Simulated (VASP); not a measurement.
# C (I4_1/amd) in VASP: notebook

The runs below take C through single point, with LDA.

Everything below comes from runs of VASP 6.6.1. Logs are shortened: lines on timing, memory, paths and dates and some standing lists are left out, and cuts for length are marked.

**1. The cell of the first run**

Symmetry: I4_1/amd, No. 141, tetragonal system. The conventional cell has a = 2.648 Å, b = 2.648 Å, c = 3.567 Å, α = 90.00°, β = 90.00°, γ = 90.00°. Within 2.1 Å of C (site symmetry -4m2) lie 4 C at 1.60 Å.

**2. Single point, LDA (strain +0.0500 x Voigt [1, 1, 0, 0, 0, 0])**

Input file INCAR:

```
ALGO = Normal ; EDIFF = 1E-6
ENCUT = 520 ; ISIF = 2
ISMEAR = 0 ; LASPH = T
LCHARG = F ; LREAL = F
LWAVE = F ; NBANDS = 11
NELM = 80 ; PREC = Accurate
SIGMA = 0.05
```

Input file KPOINTS:

```
k-points
0
Gamma
  12 12 12
```

Input file POSCAR:

```
C
1.0
    0.0000000000      1.8725700000      1.7834000000
    1.8725700000      0.0000000000      1.7834000000
    1.8725700000      1.8725700000      0.0000000000
C
2
Direct
    0.5000000000      0.5000000000      0.5000000000
    0.7500000000      0.7500000000      0.7500000000
```

Potentials or basis: VASP PAW LDA potentials, release 64 (C).

Command:

```sh
$ cat potpaw_LDA.64/C/POTCAR > POTCAR
$ mpirun -np 1 vasp_std > vasp.out
```

OUTCAR:

```text
EDIFF = 1E-6
   ENCUT = 520
   ISIF = 2
   ISMEAR = 0
   LASPH = T
   LREAL = F
   NELM = 80
   PREC = Accurate

 ion  position               nearest neighbor table
   1  0.500  0.500  0.500-   2 1.60   2 1.60   2 1.60   2 1.60
   2  0.750  0.750  0.750-   1 1.60   1 1.60   1 1.60   1 1.60

  LATTYP: Found a body centered tetragonal cell.
 ALAT       =     2.6482138905
 C/A-ratio  =     1.3468700594

  Lattice vectors:

 A1 = (   0.0000000000,  -1.8725700000,  -1.7834000000)
 A2 = (   0.0000000000,   1.8725700000,  -1.7834000000)
 A3 = (   1.8725700000,   0.0000000000,   1.7834000000)

Analysis of symmetry for initial positions (statically):
=====================================================================
 Subroutine PRICEL returns:
 Original cell was already a primitive cell.

 Routine SETGRP: Setting up the symmetry group for a
 body centered tetragonal supercell.

 Subroutine GETGRP returns: Found 16 space group operations
 (whereof  8 operations were pure point group operations)
 out of a pool of 16 trial point group operations.

The static configuration has the point symmetry D_2d.
 The point group associated with its full space group is D_4h.

Analysis of symmetry for dynamics (positions and initial velocities):
=====================================================================
 Subroutine PRICEL returns:
 Original cell was already a primitive cell.

 Routine SETGRP: Setting up the symmetry group for a
 body centered tetragonal supercell.

 Subroutine GETGRP returns: Found 16 space group operations
 (whereof  8 operations were pure point group operations)
 out of a pool of 16 trial point group operations.

The dynamic configuration has the point symmetry D_2d.
 The point group associated with its full space group is D_4h.

 Subroutine INISYM returns: Found 16 space group operations
 (whereof  8 operations are pure point group operations),
 and found     1 'primitive' translations

----------------------------------------------------------------------------------------

                                     Primitive cell

  volume of cell :      12.5070

  direct lattice vectors                    reciprocal lattice vectors
     0.000000000  1.872570000  1.783400000    -0.267012715  0.267012715  0.280363351
     1.872570000  0.000000000  1.783400000     0.267012715 -0.267012715  0.280363351
     1.872570000  1.872570000  0.000000000     0.267012715  0.267012715 -0.280363351

  length of vectors
     2.585930000  2.585930000  2.648213890     0.470313926  0.470313926  0.470313926

  position of ions in fractional coordinates (direct lattice)
     0.500000000  0.500000000  0.500000000
     0.750000000  0.750000000  0.750000000

  ion indices of the primitive-cell ions
   primitive index   ion index
                 1           1
                 2           2

----------------------------------------------------------------------------------------

 KPOINTS: k-points

Automatic generation of k-mesh.
 Grid dimensions read from file:
 generate k-points for:   12   12   12

 Generating k-lattice:

  Cartesian coordinates                     Fractional coordinates (reciprocal lattice)
    -0.022251060  0.022251060  0.023363613     0.083333333  0.000000000  0.000000000
     0.022251060 -0.022251060  0.023363613     0.000000000  0.083333333  0.000000000
     0.022251060  0.022251060 -0.023363613    -0.000000000 -0.000000000  0.083333333

  Length of vectors
     0.039192827  0.039192827  0.039192827

  Shift w.r.t. Gamma in fractional coordinates (k-lattice)
     0.000000000  0.000000000  0.000000000

 Subroutine IBZKPT returns following result:
 ===========================================

 Found    163 irreducible k-points:

 Following reciprocal coordinates:
            Coordinates               Weight
  0.000000  0.000000  0.000000      1.000000
  0.083333 -0.000000  0.000000      8.000000
  0.166667 -0.000000  0.000000      8.000000
  0.250000  0.000000  0.000000      8.000000
  0.333333  0.000000  0.000000      8.000000
  0.416667 -0.000000  0.000000      8.000000
[... 16 lines left out ...]
  0.500000  0.166667  0.000000      8.000000
 -0.416667  0.166667  0.000000      8.000000
 [... further k-points ...]
   k-points           NKPTS =    163   k-points in BZ     NKDIM =    163   number of bands    NBANDS=     11
   number of dos      NEDOS =    301   number of ions     NIONS =      2
   total plane-waves  NPLWV =   8000
   dimension x,y,z NGX =    20 NGY =   20 NGZ =   20
   dimension x,y,z NGXF=    40 NGYF=   40 NGZF=   40
   ions per type =               2
   NGX,Y,Z   is equivalent  to a cutoff of  12.86, 12.86, 12.56 a.u.
   NGXF,Y,Z  is equivalent  to a cutoff of  25.72, 25.72, 25.11 a.u.
 SYSTEM =  unknown system
   PREC   = accura    normal or accurate (medium, high low for compatibility)
   ISTART =      0    job   : 0-new  1-cont  2-samecut
   ICHARG =      2    charge: 1-file 2-atom 10-const
   ISPIN  =      1    spin polarized calculation?
   LNONCOLLINEAR =      F non collinear calculations
   LSORBIT =      F    spin-orbit coupling
   LASPH  =      T    aspherical Exc in radial PAW
   ENCUT  =  520.0 eV  38.22 Ry    6.18 a.u.   4.81  4.81  4.92*2*pi/ulx,y,z
   NELM   =     80;   NELMIN=  2; NELMDL= -5     # of ELM steps
   EDIFF  = 0.1E-05   stopping-criterion for ELM
   LREAL  =      F    real-space projection
   EDIFFG = 0.1E-04   stopping-criterion for IOM
   NSW    =      0    number of steps for IOM
   IBRION =     -1    ionic relax: 0-MD 1-quasi-New 2-CG
   NFREE  =      0    steps in history (QN), initial steepest desc. (CG)
   ISIF   =      2    stress and relaxation
   ISYM   =      2    0-nonsym 1-usesym 2-fastsym
   POTIM  = 0.5000    time-step for ionic-motion
   TEBEG  =    0.0;   TEEND  =   0.0 temperature during run
   PSTRESS=    0.0 pullay stress
   NELECT =       8.0000    total number of electrons
   NUPDOWN=      -1.0000    fix difference up-down
   EMIN   =  10.00;   EMAX   =-10.00  energy-range for DOS
   EFERMI =   0.00;   METHOD = LEGACY
   ISMEAR =     0;   SIGMA  =   0.05  broadening in eV -4-tet -1-fermi 0-gaus
   EFERMI_NEDOS =   21; number of points for ismear=-14 and -15
   IALGO  =     38    algorithm
   IMIX   =      4    mixing-type and parameters
     AMIX     =   0.40;   BMIX     =  1.00
     AMIX_MAG =   1.60;   BMIX_MAG =  1.00
  volume/ion in A,a.u.               =       6.25        42.20
  Fermi-wavevector in a.u.,A,eV,Ry     =   1.410544  2.665541 27.070606  1.989633
  Thomas-Fermi vector in A             =   2.532487
   LORBIT       =      0    0 simple, 1 ext, 2 COOP (PROOUT), +10 PAW based schemes
   GGA     = CA    functional components
   LHFCALC =     F    Hartree Fock is set to
   AEXX    =    0.0000 exact exchange contribution
   IVDW    =     0    specifies the selected vdW correction
   LEPSILON=     F    determine dielectric tensor
   LRPA    =     F    only Hartree local field effects (RPA)
 non-spin polarized calculation
 Gauss-broadening in eV      SIGMA  =   0.05
  energy-cutoff  :      520.00
  volume of cell :       12.51
 maximum number of plane-waves:       346
   NGX =  9   NGY =  9   NGZ =  9

 number of electron       8.0000001 magnetization

 Free energy of the ion-electron system (eV)
  ---------------------------------------------------
  ext. energy  EPLUGINS =         0.00000000
  ---------------------------------------------------
  free energy    TOTEN  =       -19.96819435 eV

  energy without entropy =      -19.96819435  energy(sigma->0) =      -19.96819435

 E-fermi :   9.0518     XC(G=0): -13.0355

 val. band max:        8.7820893155   @ k =   0.0000   0.0000   0.0000
 cond. band min:      11.5424832242   @ k =   0.3333   0.3333   0.0000
 fundamental gap:      2.7603939086
 Fermi energy:         9.0517686560

 k-point     1 :       0.0000    0.0000    0.0000
  band No.  band energies     occupation
      1     -11.7113      2.00000
      2       8.1332      2.00000
      3       8.1332      2.00000
      4       8.7821      2.00000
      5      13.2633      0.00000
      6      13.8272      0.00000
      7      13.8272      0.00000
      8      19.7147      0.00000
      9      26.1502      0.00000
     10      32.7406      0.00000
     11      33.7671      0.00000

 k-point     2 :       0.0833   -0.0000    0.0000
  band No.  band energies     occupation
      1     -11.5314      2.00000
      2       7.1694      2.00000
      3       7.8349      2.00000
      4       8.3502      2.00000
      5      13.6555      0.00000
      6      14.1887      0.00000
      7      14.4178      0.00000
      8      19.9168      0.00000
      9      26.4503      0.00000
     10      30.9705      0.00000
     11      31.9817      0.00000

 k-point     3 :       0.1667   -0.0000    0.0000
  band No.  band energies     occupation
      1     -10.9942      2.00000
      2       4.8826      2.00000
      3       7.1710      2.00000
      4       7.7027      2.00000
      5      14.4167      0.00000
      6      14.9662      0.00000
      7      15.3794      0.00000
      8      20.5134      0.00000
      9      27.0731      0.00000
     10      29.6910      0.00000
     11      30.5216      0.00000
[... 267 lines left out ...]
 k-point    23 :       0.5000    0.1667    0.0000
  band No.  band energies     occupation
      1      -6.2472      2.00000
      2      -2.8684      2.00000
      3       4.2262      2.00000
      4       4.3535      2.00000
      5      14.3857      0.00000
      6      18.2085      0.00000
      7      18.7589      0.00000
      8      20.9962      0.00000
      9      27.2582      0.00000
     10      30.4136      0.00000
     11      33.4263      0.00000

 k-point    24 :      -0.4167    0.1667    0.0000
  band No.  band energies     occupation
      1      -6.0647      2.00000
      2      -3.0975      2.00000
      3       3.7664      2.00000
      4       4.6779      2.00000
      5      14.7253      0.00000
      6      17.8159      0.00000
      7      18.8114      0.00000
      8      22.2265      0.00000
      9      26.2854      0.00000
     10      30.8596      0.00000
     11      31.2761      0.00000

 [... further k-points ...]

------------------------ aborting loop because EDIFF is reached ----------------------------------------

  FORCE on cell =-STRESS in cart. coord.  units (eV):
  Direction    XX          YY          ZZ          XY          YZ          ZX
  --------------------------------------------------------------------------------------
  -------------------------------------------------------------------------------------
  Total       -4.5858949     -4.5858949     -1.5803146      0.0000000      0.0000000      0.0000000
  in kB     -587.4620207   -587.4620207   -202.4413696      0.0000000      0.0000000      0.0000000
  external PRESSURE =    -459.1218037 kB  Pullay stress =       0.0000000 kB

 VOLUME and BASIS-vectors are now :
 -----------------------------------------------------------------------------
  energy-cutoff  :      520.00
  volume of cell :       12.51
      direct lattice vectors                 reciprocal lattice vectors
     0.000000000  1.872570000  1.783400000    -0.267012715  0.267012715  0.280363351
     1.872570000  0.000000000  1.783400000     0.267012715 -0.267012715  0.280363351
     1.872570000  1.872570000  0.000000000     0.267012715  0.267012715 -0.280363351

 POSITION                                       TOTAL-FORCE (eV/Angst)
 -----------------------------------------------------------------------------------
      1.87257      1.87257      1.78340         0.000000      0.000000      0.000000
      2.80886      2.80886      2.67510        -0.000000     -0.000000     -0.000000
 -----------------------------------------------------------------------------------
    total drift:                                0.000000     -0.000000      0.000000

  FREE ENERGIE OF THE ION-ELECTRON SYSTEM (eV)
  ---------------------------------------------------
  free  energy   TOTEN  =       -19.9681943530 eV

  energy  without entropy=      -19.9681943530  energy(sigma->0) =      -19.96819435
```

Wall time 25 s (1 thread of AMD EPYC 7R13, shared host); peak memory 0.09 GiB.

Results:

```yaml
Free_energy: -19.9682 eV
Pressure: -45.9 GPa
Band_gap_on_the_k_mesh: 2.76 eV, indirect (least direct gap 4.48 eV)
```

Levels at points of the mesh, in eV from the valence-band top:
```csv
k point,band 2,band 3,band 4,band 5,band 6,band 7
"(0.00, 0.00, 0.00)",-0.65,-0.65,0.00,4.48,5.05,5.05
"(0.50, 0.00, 0.00)",-12.75,-3.36,-2.60,6.66,7.36,8.29
"(0.50, 0.50, 0.00)",-11.92,-6.59,-6.59,3.36,3.36,14.91
"(0.50, 0.00, 0.50)",-12.61,-5.92,-5.92,4.42,4.42,14.59
```

Caveat: the cell differs from its parent crystal (strain +0.0500 x Voigt [1, 1, 0, 0, 0, 0]).

**3. Single point, LDA (strain +0.0750 x Voigt [1, 1, 0, 0, 0, 0])**

Input file INCAR:

```
PREC = Accurate ; ENCUT = 520
EDIFF = 1E-6 ; ISMEAR = 0
SIGMA = 0.05 ; LREAL = F
LASPH = T ; NELM = 80
ALGO = Normal ; ISIF = 2
LWAVE = F ; LCHARG = F
GGA = CA ; NBANDS = 11
```

Input file KPOINTS:

```
regular mesh
0
Gamma
  12 12 12
```

Input file POSCAR:

```
C
1.0
    0.0000000000      1.9171550000      1.7834000000
    1.9171550000      0.0000000000      1.7834000000
    1.9171550000      1.9171550000      0.0000000000
C
2
Direct
    0.5000000000      0.5000000000      0.5000000000
    0.7500000000      0.7500000000      0.7500000000
```

Potentials or basis: VASP PAW LDA potentials, release 64 (C).

Command:

```sh
$ cat potpaw_LDA.64/C/POTCAR > POTCAR
$ mpirun -np 1 vasp_std > vasp.out
```

Run time: 24 s. Hardware: 1 thread of AMD EPYC 7R13, shared host; peak memory 0.09 GiB.

Results (log left out):

| Quantity | Value |
| --- | --- |
| Free energy | -19.7153 eV |
| Pressure | -57.9 GPa |
| Band gap on the k mesh | 2.18 eV, indirect (least direct gap 4.03 eV) |

Stress tensor (GPa, compression positive):
```
-75.42   0.00   0.00
  0.00 -75.42   0.00
  0.00   0.00 -22.76
```

Levels at points of the mesh, in eV from the valence-band top:
```
           k point  band 1  band 2  band 3  band 4  band 5  band 6  band 7  band 8  band 9
(0.00, 0.00, 0.00)  -20.09   -0.91   -0.91    0.00    4.03    4.85    4.85    9.74   16.67
(0.50, 0.00, 0.00)  -15.01  -12.46   -3.57   -2.51    5.74    6.92    8.09   13.45   18.91
(0.50, 0.50, 0.00)  -11.60  -11.60   -6.67   -6.67    2.79    2.79   14.13   14.13   20.35
(0.50, 0.00, 0.50)  -12.57  -12.57   -5.72   -5.72    4.30    4.30   13.62   13.62   19.32
```

Caveat: the cell differs from its parent crystal (strain +0.0750 x Voigt [1, 1, 0, 0, 0, 0]). A k mesh can miss the band edges.
